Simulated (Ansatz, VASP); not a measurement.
Two plane-wave programs on SrTiO3

Contents of POSCAR:

```
SrTiO3
1.0
    4.1021940861      0.0000000000      0.0000000000
    0.0000000000      4.1021940861      0.0000000000
    0.0000000000      0.0000000000      3.8050353507
Sr Ti O
1 1 3
Direct
    0.0000000000      0.0000000000      0.0000000000
    0.5000000000      0.5000000000      0.5000000000
    0.5000000000      0.5000000000      0.0000000000
    0.5000000000      0.0000000000      0.5000000000
    0.0000000000      0.5000000000      0.5000000000
```

Contents of INCAR.step1:

```
PREC = Accurate
ENCUT = 520
ISMEAR = 0
SIGMA = 0.01
LREAL = False
LASPH = True
NELM = 60
NBANDS = 28
GGA = PE
ALGO = Normal
EDIFF = 1E-4
LWAVE = True
LCHARG = False
```

The input INCAR.step2:

```
PREC = Accurate
ENCUT = 520
EDIFF = 1E-6
ISMEAR = 0
SIGMA = 0.01
LREAL = False
LASPH = True
NELM = 60
ALGO = Normal
ISIF = 2
LWAVE = False
LCHARG = True
METAGGA = R2SCAN
LMIXTAU = True
LELF = True
LVHAR = True
NBANDS = 28
ISTART = 1
```

The input KPOINTS:

```
regular mesh
0
Gamma
  6 6 6
```

Input for Ansatz:

```yaml
crystal:
  lattice:
    - [4.1021940861, 0.0, 0.0]
    - [0.0, 4.1021940861, 0.0]
    - [0.0, 0.0, 3.8050353507]
  atoms:
    - { symbol: Sr, position: [0.0, 0.0, 0.0] }
    - { symbol: Ti, position: [0.5, 0.5, 0.5] }
    - { symbol: O, position: [0.5, 0.5, 0.0] }
    - { symbol: O, position: [0.5, 0.0, 0.5] }
    - { symbol: O, position: [0.0, 0.5, 0.5] }
kpoints:
  mp_grid: { grid: [6, 6, 6] }
  band_path:
    path: [[0.0, 0.0, 0.0], [0.0, 0.5, 0.0], [0.5, 0.5, 0.0], [0.5, 0.5, 0.5]]
    npoints: 1
hamiltonian:
  xc: r2scan
scf:
  occupations: { method: fixed }
  n_extra_bands: 5
output:
  forces: true
  stress: true
  eigenvalues: true
```

Change from the starting cell: epitaxial_xy strain +5.0%.

Alike in both runs: task single point; functional r2SCAN; k mesh 6 × 6 × 6; no spin polarisation.

```csv
,VASP,Ansatz
version,VASP 6.6.1,Ansatz 0.2.0
potentials or method,"VASP PAW PBE potentials, release 64 (Sr_sv, Ti_sv, O)","plane waves, PAW"
plane-wave cutoff (eV),520,500
occupations,"gaussian, width 0.01 eV",fixed
valence electrons in the cell,40,40
```

|  | VASP | Ansatz | Ansatz less VASP |
| --- | --- | --- | --- |
| gap on the k mesh at the Fermi level (eV) | 2.03 | 2.02 | -0.010 |
| pressure (GPa) | -9.4 | -10.2 | -0.76 |
| traceless stress, the component that is largest in VASP (GPa) | 10.50 | 10.28 | -0.227 |

VASP's potentials were made for PBE, not for r2SCAN.
